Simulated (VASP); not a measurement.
# TaN (P6/mmm) in VASP: single point with PBEsol

Aim: the single point of TaN with PBEsol.

All numbers are computed with VASP 6.6.1; they aren't measurements. Logs are shortened: lines on timing, memory, paths and dates and some standing lists are left out, and cuts for length are marked.

## 1. The cell of the first run

Symmetry: P6/mmm, No. 191, hexagonal system. The conventional cell has a = 5.191 Å, b = 5.191 Å, c = 3.053 Å, α = 90.00°, β = 90.00°, γ = 120.00°. Within 3.4 Å of Ta (site symmetry 6/mmm) lie 6 N at 2.60 Å and 14 Ta at 3.05 to 3.36 Å. Within 2.8 Å of Ta (site symmetry -6m2) lie 6 N at 2.14 Å. N (site symmetry mmm) has 6 Ta at 2.14 to 2.60 Å and 4 N at 2.60 Å within 2.8 Å.

## 2. Single point, PBEsol

Contents of INCAR:

```
SYSTEM = TaN
ALGO     = Normal         ! electronic algorithm
EDIFF    = 1E-6           ! SCF threshold, eV
ENCUT    = 520            ! plane-wave cutoff, eV
GGA      = PS             ! functional
ISIF     = 2              ! what is computed and relaxed
ISMEAR   = -1             ! smearing method
LASPH    = .TRUE.         ! aspherical terms in the spheres
LCHARG   = .FALSE.        ! write CHGCAR
LREAL    = .FALSE.        ! projectors in reciprocal space
LWAVE    = .FALSE.        ! write WAVECAR
NBANDS   = 33             ! bands
NELM     = 60             ! most SCF steps
PREC     = Accurate       ! precision mode
SIGMA    = 0.1            ! smearing width, eV
```

Contents of KPOINTS:

```
k-points
0
G
  8 8 12
  0 0 0
```

Contents of POSCAR:

```
TaN
1.0
    5.1910000000      0.0000000000      0.0000000000
   -2.5955000000      4.4955380000      0.0000000000
    0.0000000000      0.0000000000      3.0534000000
Ta N
3 3
Direct
    0.0000000000      0.0000000000      0.0000000000
    0.3333333333      0.6666666667      0.5000000000
    0.6666666667      0.3333333333      0.5000000000
    0.5000000000      0.0000000000      0.0000000000
    0.5000000000      0.5000000000      0.0000000000
    0.0000000000      0.5000000000      0.0000000000
```

Potentials or basis: VASP PAW PBE potentials, release 64 (Ta_pv, N).

Launch:

```
cat potpaw_PBE.64/Ta_pv/POTCAR potpaw_PBE.64/N/POTCAR > POTCAR
mpirun -np 1 vasp_std > vasp.out
```

OUTCAR:

```text
SYSTEM = TaN
   EDIFF = 1E-6
   ENCUT = 520
   GGA = PS
   ISIF = 2
   ISMEAR = -1
   LASPH = .TRUE.
   LREAL = .FALSE.
   NELM = 60
   PREC = Accurate

 ion  position               nearest neighbor table
   1  0.000  0.000  0.000-   4 2.60   4 2.60   6 2.60   6 2.60   5 2.60   5 2.60   3 3.36   3 3.36
                             2 3.36   2 3.36   2 3.36   3 3.36   2 3.36   3 3.36   2 3.36   3 3.36
   2  0.333  0.667  0.500-   6 2.14   6 2.14   5 2.14   5 2.14   4 2.14   4 2.14   3 3.00   3 3.00
                             3 3.00   1 3.36   1 3.36   1 3.36   1 3.36   1 3.36   1 3.36
   3  0.667  0.333  0.500-   6 2.14   6 2.14   5 2.14   5 2.14   4 2.14   4 2.14   2 3.00   2 3.00
                             2 3.00   1 3.36   1 3.36   1 3.36   1 3.36   1 3.36   1 3.36
   4  0.500  0.000  0.000-   2 2.14   3 2.14   2 2.14   3 2.14   1 2.60   1 2.60
   5  0.500  0.500  0.000-   2 2.14   3 2.14   2 2.14   3 2.14   1 2.60   1 2.60
   6  0.000  0.500  0.000-   2 2.14   3 2.14   2 2.14   3 2.14   1 2.60   1 2.60

  LATTYP: Found a hexagonal cell.
 ALAT       =     5.1910000000
 C/A-ratio  =     0.5882103641

  Lattice vectors:

 A1 = (   5.1910000000,   0.0000000000,   0.0000000000)
 A2 = (  -2.5955000000,   4.4955380000,   0.0000000000)
 A3 = (   0.0000000000,   0.0000000000,   3.0534000000)

Analysis of symmetry for initial positions (statically):
=====================================================================
 Subroutine PRICEL returns:
 Original cell was already a primitive cell.

 Routine SETGRP: Setting up the symmetry group for a
 hexagonal supercell.

 Subroutine GETGRP returns: Found 24 space group operations
 (whereof 24 operations were pure point group operations)
 out of a pool of 24 trial point group operations.

The static configuration has the point symmetry D_6h.

Analysis of symmetry for dynamics (positions and initial velocities):
=====================================================================
 Subroutine PRICEL returns:
 Original cell was already a primitive cell.

 Routine SETGRP: Setting up the symmetry group for a
 hexagonal supercell.

 Subroutine GETGRP returns: Found 24 space group operations
 (whereof 24 operations were pure point group operations)
 out of a pool of 24 trial point group operations.

The dynamic configuration has the point symmetry D_6h.

 Subroutine INISYM returns: Found 24 space group operations
 (whereof 24 operations are pure point group operations),
 and found     1 'primitive' translations

----------------------------------------------------------------------------------------

                                     Primitive cell

[... 104 lines left out ...]
   ISIF   =      2    stress and relaxation
   ISYM   =      2    0-nonsym 1-usesym 2-fastsym
   POTIM  = 0.5000    time-step for ionic-motion
   TEBEG  =    0.0;   TEEND  =   0.0 temperature during run
   PSTRESS=    0.0 pullay stress
   NELECT =      48.0000    total number of electrons
   NUPDOWN=      -1.0000    fix difference up-down
   EMIN   =  10.00;   EMAX   =-10.00  energy-range for DOS
   EFERMI =   0.00;   METHOD = LEGACY
   ISMEAR =    -1;   SIGMA  =   0.10  broadening in eV -4-tet -1-fermi 0-gaus
   EFERMI_NEDOS =   21; number of points for ismear=-14 and -15
   IALGO  =     38    algorithm
   IMIX   =      4    mixing-type and parameters
     AMIX     =   0.40;   BMIX     =  1.00
     AMIX_MAG =   1.60;   BMIX_MAG =  1.00
  volume/ion in A,a.u.               =      11.88        80.14
  Fermi-wavevector in a.u.,A,eV,Ry     =   1.435103  2.711952 28.021484  2.059521
  Thomas-Fermi vector in A             =   2.554438
   LORBIT       =      0    0 simple, 1 ext, 2 COOP (PROOUT), +10 PAW based schemes
   GGA     = PS    functional components
   LHFCALC =     F    Hartree Fock is set to
   AEXX    =    0.0000 exact exchange contribution
   IVDW    =     0    specifies the selected vdW correction
   LEPSILON=     F    determine dielectric tensor
   LRPA    =     F    only Hartree local field effects (RPA)
 non-spin polarized calculation
  energy-cutoff  :      520.00
  volume of cell :       71.26
 maximum number of plane-waves:      1936
 NGX is ok and might be reduce to    40
   NGX = 19   NGY = 19   NGZ = 11

 number of electron      47.9999997 magnetization

 Free energy of the ion-electron system (eV)
  ---------------------------------------------------
  ext. energy  EPLUGINS =         0.00000000
  ---------------------------------------------------
  free energy    TOTEN  =       -68.37810045 eV

  energy without entropy =      -68.33061879  energy(sigma->0) =      -68.35435962

 E-fermi :   7.5067     XC(G=0): -12.9508

 val. band max:        7.4953926497   @ k =   0.5000   0.0000   0.1667
 cond. band min:       7.5073715115   @ k =   0.3750  -0.0000   0.1667
 fundamental gap:      0.0119788618
 Fermi energy:         7.5067179475

 k-point     1 :       0.0000    0.0000    0.0000
  band No.  band energies     occupation
      1     -28.6431      2.00000
      2     -28.6431      2.00000
      3     -28.3017      2.00000
      4     -28.3017      2.00000
      5     -28.1777      2.00000
      6     -28.0497      2.00000
[... 853 lines left out ...]
     32      11.0324      0.00000
     33      11.1991      0.00000

 [... further k-points ...]

------------------------ aborting loop because EDIFF is reached ----------------------------------------

  FORCE on cell =-STRESS in cart. coord.  units (eV):
  Direction    XX          YY          ZZ          XY          YZ          ZX
  --------------------------------------------------------------------------------------
  -------------------------------------------------------------------------------------
  Total       -3.5466247     -3.5466249    -13.8567818      0.0000000      0.0000000      0.0000000
  in kB      -79.7460932    -79.7460977   -311.5706630      0.0000000      0.0000000      0.0000000
  external PRESSURE =    -157.0209513 kB  Pullay stress =       0.0000000 kB

 VOLUME and BASIS-vectors are now :
 -----------------------------------------------------------------------------
  energy-cutoff  :      520.00
  volume of cell :       71.26
      direct lattice vectors                 reciprocal lattice vectors
     5.191000000  0.000000000  0.000000000     0.192641110  0.111221393  0.000000000
    -2.595500000  4.495538000  0.000000000     0.000000000  0.222442787  0.000000000
     0.000000000  0.000000000  3.053400000     0.000000000  0.000000000  0.327503766

 POSITION                                       TOTAL-FORCE (eV/Angst)
 -----------------------------------------------------------------------------------
      0.00000      0.00000      0.00000         0.000000     -0.000000      0.000000
     -0.00000      2.99703      1.52670         0.000000     -0.000000     -0.000000
      2.59550      1.49851      1.52670        -0.000000      0.000000      0.000000
      2.59550      0.00000      0.00000         0.000000     -0.000000      0.000000
      1.29775      2.24777      0.00000         0.000000     -0.000000      0.000000
     -1.29775      2.24777      0.00000         0.000000     -0.000000      0.000000
 -----------------------------------------------------------------------------------
    total drift:                               -0.000000      0.000000     -0.000000

  FREE ENERGIE OF THE ION-ELECTRON SYSTEM (eV)
  ---------------------------------------------------
  free  energy   TOTEN  =       -68.3781004503 eV

  energy  without entropy=      -68.3306187916  energy(sigma->0) =      -68.35435962
```

OSZICAR:

```text
N       E                     dE             d eps       ncg     rms          rms(c)
DAV:   1     0.436594082794E+03    0.43659E+03   -0.25801E+04  4620   0.151E+03
DAV:   2    -0.493453639515E+02   -0.48594E+03   -0.46409E+03  5332   0.443E+02
DAV:   3    -0.781651505033E+02   -0.28820E+02   -0.28158E+02  5725   0.103E+02
DAV:   4    -0.788155968672E+02   -0.65045E+00   -0.64439E+00  5907   0.148E+01
DAV:   5    -0.788300055964E+02   -0.14409E-01   -0.14392E-01  5955   0.174E+00    0.408E+01
DAV:   6    -0.691901652903E+02    0.96398E+01   -0.49615E+01  5900   0.375E+01    0.176E+01
DAV:   7    -0.686184183482E+02    0.57175E+00   -0.42886E+00  6013   0.135E+01    0.105E+01
DAV:   8    -0.684309285859E+02    0.18749E+00   -0.83402E-01  5964   0.530E+00    0.401E+00
DAV:   9    -0.683797772172E+02    0.51151E-01   -0.13192E-01  5847   0.339E+00    0.461E-01
DAV:  10    -0.683783129275E+02    0.14643E-02   -0.15031E-02  5988   0.706E-01    0.213E-01
DAV:  11    -0.683781150902E+02    0.19784E-03   -0.13435E-03  6044   0.278E-01    0.437E-02
DAV:  12    -0.683781013194E+02    0.13771E-04   -0.14395E-04  6073   0.868E-02    0.207E-02
DAV:  13    -0.683781004503E+02    0.86910E-06   -0.97139E-06  5869   0.238E-02
   1 F= -.68378100E+02 E0= -.68354360E+02  d E =-.474817E-01
```

Wall time 2.5 min (1 thread of AMD EPYC 7R43 (Zen 3), shared host); peak memory 0.23 GiB.

What came out:

| Quantity | Value |
| --- | --- |
| Free energy | -68.3781 eV |
| Pressure | -15.7 GPa |
| Band gap on the k mesh | zero (bands 24 and 25 overlap by 1.79 eV) |

Caveat: the cell stands under tension; the PAW data sets were made with another functional, which shifts forces and pressure a little; spin-orbit coupling is left out, which moves the levels of the heavy elements.
